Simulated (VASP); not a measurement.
# Ni (C2/c) in VASP: single point with PBEsol

Aim: the single point of Ni with PBEsol.

Program: VASP 6.6.1. These are calculated values, not measurements. Logs are shortened: lines on timing, memory, paths and dates and some standing lists are left out, and cuts for length are marked.

## (1) The cell of the first run

The typed cell holds 2 atoms: a = 4.273 Å, b = 4.273 Å, c = 2.448 Å, α = 97.87°, β = 97.87°, γ = 147.45°.

## (2) Single point, PBEsol

Contents of INCAR:

```
PREC     = Accurate       # precision mode
ENCUT    = 520            # plane-wave cutoff, eV
EDIFF    = 1E-6           # SCF threshold, eV
ISMEAR   = -1             # smearing method
SIGMA    = 0.1            # smearing width, eV
LREAL    = F              # projectors in reciprocal space
LASPH    = T              # aspherical terms in the spheres
NELM     = 100            # most SCF steps
ALGO     = Normal         # electronic algorithm
ISIF     = 2              # what is computed and relaxed
LWAVE    = F              # write WAVECAR
LCHARG   = F              # write CHGCAR
GGA      = PS             # functional
NBANDS   = 17             # bands
```

Contents of KPOINTS:

```
Automatic mesh
0
Gamma
  25 25 24
```

Contents of POSCAR:

```
Ni
1.0
   -2.8999258149      2.9003090191      1.1975495662
    2.9003090191     -2.8999258149      1.1975495662
    1.5102018145      1.5102018145     -1.1968477270
Ni
2
Direct
    0.0000237669      0.9999762331      1.0000000000
    0.7499762331      0.2500237669      0.5000000000
```

Potentials or basis: VASP PAW PBE potentials, release 64 (Ni).

Launch:

```sh
cat potpaw_PBE.64/Ni/POTCAR > POTCAR
mpirun -np 1 vasp_std > vasp.out
```

OUTCAR:

```text
PREC = Accurate
   ENCUT = 520
   EDIFF = 1E-6
   ISMEAR = -1
   LREAL = F
   LASPH = T
   NELM = 100
   ISIF = 2
   GGA = PS

 ion  position               nearest neighbor table
   1  0.000  1.000  0.000-   2 2.39   2 2.39   2 2.39   2 2.39   2 2.93   2 2.93   2 2.93   2 2.93

   2  0.750  0.250  0.500-   1 2.39   1 2.39   1 2.39   1 2.39   1 2.93   1 2.93   1 2.93   1 2.93

  LATTYP: Found a base centered monoclinic cell.
 ALAT       =     2.3950991937
 B/A-ratio  =     3.4248146335
 C/A-ratio  =     1.0221859811
 COS(beta)  =    -0.4886636935

  Lattice vectors:

 A1 = (  -2.8999258149,   2.9003090191,   1.1975495662)
 A2 = (   2.9003090191,  -2.8999258149,   1.1975495662)
 A3 = (   1.5102018145,   1.5102018145,  -1.1968477270)

Analysis of symmetry for initial positions (statically):
=====================================================================
 Subroutine PRICEL returns:
 Original cell was already a primitive cell.

 Routine SETGRP: Setting up the symmetry group for a
 base centered monoclinic supercell.

 Subroutine GETGRP returns: Found  4 space group operations
 (whereof  2 operations were pure point group operations)
 out of a pool of  4 trial point group operations.

The static configuration has the point symmetry C_2 .
 The point group associated with its full space group is C_2h.

Analysis of symmetry for dynamics (positions and initial velocities):
=====================================================================
 Subroutine PRICEL returns:
 Original cell was already a primitive cell.

 Routine SETGRP: Setting up the symmetry group for a
 base centered monoclinic supercell.

 Subroutine GETGRP returns: Found  4 space group operations
 (whereof  2 operations were pure point group operations)
 out of a pool of  4 trial point group operations.

The dynamic configuration has the point symmetry C_2 .
 The point group associated with its full space group is C_2h.

 Subroutine INISYM returns: Found  4 space group operations
 (whereof  2 operations are pure point group operations),
 and found     1 'primitive' translations

----------------------------------------------------------------------------------------

                                     Primitive cell

  volume of cell :      20.9826

  direct lattice vectors                    reciprocal lattice vectors
    -2.899925815  2.900309019  1.197549566     0.079219390  0.251626203  0.417466319
     2.900309019 -2.899925815  1.197549566     0.251626203  0.079219390  0.417466319
     1.510201815  1.510201815 -1.196847727     0.331039603  0.331039603 -0.000105929

  length of vectors
     4.272644041  4.272644041  2.448236819     0.493831535  0.493831535  0.468160708

  position of ions in fractional coordinates (direct lattice)
     0.000023767  0.999976233  1.000000000
     0.749976233  0.250023767  0.500000000

  ion indices of the primitive-cell ions
   primitive index   ion index
                 1           1
                 2           2

----------------------------------------------------------------------------------------

 KPOINTS: Automatic mesh

Automatic generation of k-mesh.
 Grid dimensions read from file:
 generate k-points for:   25   25   24

 Generating k-lattice:

  Cartesian coordinates                     Fractional coordinates (reciprocal lattice)
     0.003168776  0.010065048  0.016698653     0.040000000 -0.000000000  0.000000000
     0.010065048  0.003168776  0.016698653    -0.000000000  0.040000000  0.000000000
     0.013793317  0.013793317 -0.000004414    -0.000000000 -0.000000000  0.041666667

  Length of vectors
     0.019753261  0.019753261  0.019506696

  Shift w.r.t. Gamma in fractional coordinates (k-lattice)
     0.000000000  0.000000000  0.000000000

 Subroutine IBZKPT returns following result:
 ===========================================

 Found   3913 irreducible k-points:

 Following reciprocal coordinates:
            Coordinates               Weight
  0.000000  0.000000  0.000000      1.000000
  0.040000 -0.000000  0.000000      4.000000
  0.080000 -0.000000  0.000000      4.000000
  0.120000  0.000000 -0.000000      4.000000
  0.160000 -0.000000  0.000000      4.000000
  0.200000 -0.000000 -0.000000      4.000000
[... 16 lines left out ...]
  0.400000  0.040000 -0.000000      4.000000
  0.440000  0.040000 -0.000000      4.000000
 [... further k-points ...]
   k-points           NKPTS =   3913   k-points in BZ     NKDIM =   3913   number of bands    NBANDS=     17
   number of dos      NEDOS =    301   number of ions     NIONS =      2
   total plane-waves  NPLWV =  18432
   dimension x,y,z NGX =    32 NGY =   32 NGZ =   18
   dimension x,y,z NGXF=    64 NGYF=   64 NGZF=   36
   ions per type =               2
   NGX,Y,Z   is equivalent  to a cutoff of  12.45, 12.45, 12.22 a.u.
   NGXF,Y,Z  is equivalent  to a cutoff of  24.90, 24.90, 24.45 a.u.
 SYSTEM =  unknown system
   PREC   = accura    normal or accurate (medium, high low for compatibility)
   ISTART =      0    job   : 0-new  1-cont  2-samecut
   ICHARG =      2    charge: 1-file 2-atom 10-const
   ISPIN  =      1    spin polarized calculation?
   LNONCOLLINEAR =      F non collinear calculations
   LSORBIT =      F    spin-orbit coupling
   LASPH  =      T    aspherical Exc in radial PAW
   ENCUT  =  520.0 eV  38.22 Ry    6.18 a.u.   7.94  7.94  4.55*2*pi/ulx,y,z
   NELM   =    100;   NELMIN=  2; NELMDL= -5     # of ELM steps
   EDIFF  = 0.1E-05   stopping-criterion for ELM
   LREAL  =      F    real-space projection
   EDIFFG = 0.1E-04   stopping-criterion for IOM
   NSW    =      0    number of steps for IOM
   IBRION =     -1    ionic relax: 0-MD 1-quasi-New 2-CG
   NFREE  =      0    steps in history (QN), initial steepest desc. (CG)
   ISIF   =      2    stress and relaxation
   ISYM   =      2    0-nonsym 1-usesym 2-fastsym
   POTIM  = 0.5000    time-step for ionic-motion
   TEBEG  =    0.0;   TEEND  =   0.0 temperature during run
   PSTRESS=    0.0 pullay stress
   NELECT =      20.0000    total number of electrons
   NUPDOWN=      -1.0000    fix difference up-down
   EMIN   =  10.00;   EMAX   =-10.00  energy-range for DOS
   EFERMI =   0.00;   METHOD = LEGACY
   ISMEAR =    -1;   SIGMA  =   0.10  broadening in eV -4-tet -1-fermi 0-gaus
   EFERMI_NEDOS =   21; number of points for ismear=-14 and -15
   IALGO  =     38    algorithm
   IMIX   =      4    mixing-type and parameters
     AMIX     =   0.40;   BMIX     =  1.00
     AMIX_MAG =   1.60;   BMIX_MAG =  1.00
  volume/ion in A,a.u.               =      10.49        70.80
  Fermi-wavevector in a.u.,A,eV,Ry     =   1.611134  3.044603 35.317381  2.595754
  Thomas-Fermi vector in A             =   2.706573
   LORBIT       =      0    0 simple, 1 ext, 2 COOP (PROOUT), +10 PAW based schemes
   GGA     = PS    functional components
   LHFCALC =     F    Hartree Fock is set to
   AEXX    =    0.0000 exact exchange contribution
   IVDW    =     0    specifies the selected vdW correction
   LEPSILON=     F    determine dielectric tensor
   LRPA    =     F    only Hartree local field effects (RPA)
 non-spin polarized calculation
  energy-cutoff  :      520.00
  volume of cell :       20.98
 maximum number of plane-waves:       581
   NGX = 15   NGY = 15   NGZ =  9

 number of electron      20.0000012 magnetization

 Free energy of the ion-electron system (eV)
  ---------------------------------------------------
  ext. energy  EPLUGINS =         0.00000000
  ---------------------------------------------------
  free energy    TOTEN  =       -12.10394871 eV

  energy without entropy =      -11.93945307  energy(sigma->0) =      -12.02170089

 E-fermi :   9.5663     XC(G=0): -13.6434

 val. band max:        9.5660092074   @ k =   0.4400   0.3600   0.5000
 cond. band min:       9.5663677412   @ k =  -0.4400  -0.4800   0.3750
 fundamental gap:      0.0003585339
 Fermi energy:         9.5662551061

 k-point     1 :       0.0000    0.0000    0.0000
  band No.  band energies     occupation
      1       0.4011      2.00000
      2       4.8846      2.00000
      3       7.1336      2.00000
      4       7.4735      2.00000
      5       7.9067      2.00000
      6       7.9237      2.00000
[... 9 lines left out ...]
     16      35.2415      0.00000
     17      36.8221      0.00000

 k-point     2 :       0.0400   -0.0000    0.0000
  band No.  band energies     occupation
      1       0.4645      2.00000
      2       4.9225      2.00000
      3       7.1472      2.00000
      4       7.4900      2.00000
      5       7.8913      2.00000
      6       7.9092      2.00000
[... 9 lines left out ...]
     16      34.6425      0.00000
     17      35.9774      0.00000

 k-point     3 :       0.0800   -0.0000    0.0000
  band No.  band energies     occupation
      1       0.6533      2.00000
      2       5.0328      2.00000
      3       7.1813      2.00000
      4       7.5242      2.00000
      5       7.8292      2.00000
      6       7.8838      2.00000
[... 9 lines left out ...]
     16      33.7650      0.00000
     17      34.9836      0.00000

 k-point     4 :       0.1200    0.0000   -0.0000
  band No.  band energies     occupation
      1       0.9633      2.00000
      2       5.2041      2.00000
      3       7.1891      2.00000
      4       7.5239      2.00000
      5       7.5507      2.00000
      6       7.7477      2.00000
[... 9 lines left out ...]
     16      32.3569      0.00000
     17      34.4609      0.00000
[... 343 lines left out ...]
      1       4.7275      2.00000
      2       5.5757      2.00000
      3       5.8591      2.00000
      4       6.9907      2.00000
      5       7.5448      2.00000
      6       8.0617      2.00000
[... 9 lines left out ...]
     16      26.7719      0.00000
     17      29.9298      0.00000

 k-point    23 :       0.4000    0.0400   -0.0000
  band No.  band energies     occupation
      1       4.9694      2.00000
      2       5.4954      2.00000
      3       5.8116      2.00000
      4       6.9455      2.00000
      5       7.7761      2.00000
      6       8.0473      2.00000
[... 9 lines left out ...]
     16      26.4540      0.00000
     17      29.3720      0.00000

 k-point    24 :       0.4400    0.0400   -0.0000
  band No.  band energies     occupation
      1       5.0835      2.00000
      2       5.4338      2.00000
      3       5.7962      2.00000
      4       6.9138      2.00000
      5       7.9161      2.00000
      6       8.0923      2.00000
[... 9 lines left out ...]
     16      26.2975      0.00000
     17      28.5157      0.00000

 [... further k-points ...]

------------------------ aborting loop because EDIFF is reached ----------------------------------------

  FORCE on cell =-STRESS in cart. coord.  units (eV):
  Direction    XX          YY          ZZ          XY          YZ          ZX
  --------------------------------------------------------------------------------------
  -------------------------------------------------------------------------------------
  Total       -0.0017082     -0.0017082      0.0072292      0.0133050     -0.0042262     -0.0042262
  in kB       -0.1304357     -0.1304357      0.5520057      1.0159349     -0.3227040     -0.3227050
  external PRESSURE =       0.0970448 kB  Pullay stress =       0.0000000 kB

 VOLUME and BASIS-vectors are now :
 -----------------------------------------------------------------------------
  energy-cutoff  :      520.00
  volume of cell :       20.98
      direct lattice vectors                 reciprocal lattice vectors
    -2.899925815  2.900309019  1.197549566     0.079219390  0.251626203  0.417466319
     2.900309019 -2.899925815  1.197549566     0.251626203  0.079219390  0.417466319
     1.510201815  1.510201815 -1.196847727     0.331039603  0.331039603 -0.000105929

 POSITION                                       TOTAL-FORCE (eV/Angst)
 -----------------------------------------------------------------------------------
      2.90017     -2.89979      1.19755         0.001667     -0.001667     -0.000000
     -0.69463      2.20521      0.59913        -0.001667      0.001667      0.000000
 -----------------------------------------------------------------------------------
    total drift:                                0.000000     -0.000000      0.000000

  FREE ENERGIE OF THE ION-ELECTRON SYSTEM (eV)
  ---------------------------------------------------
  free  energy   TOTEN  =       -12.1039487075 eV

  energy  without entropy=      -11.9394530745  energy(sigma->0) =      -12.02170089
```

It took 23 min on 1 thread of Oxide Virtual Turin-like, shared host; peak memory 1.1 GiB.

Results:

```
Free energy            : -12.1039 eV
Pressure               : 0.0 GPa
Band gap on the k mesh : zero (bands 10 and 11 overlap by 0.78 eV)
```

Forces on the atoms (eV/Å):
```
Ni   0.002 -0.002  0.000
Ni  -0.002  0.002  0.000
```

Stress tensor (GPa, compression positive):
```
-0.01  0.10 -0.03
 0.10 -0.01 -0.03
-0.03 -0.03  0.06
```

Levels at points of the mesh, in eV from the Fermi level:
```
           k point  band 8  band 9  band 10  band 11  band 12  band 13
(0.00, 0.00, 0.00)   -1.39   -0.59    -0.58    -0.55    -0.01     5.85
(0.00, 0.00, 0.50)   -0.57    0.06     0.06     2.42     2.42    11.06
```

Caveat: the PAW data sets were made with another functional, which shifts forces and pressure a little; the run has no spin polarisation, though such a crystal can be magnetic.
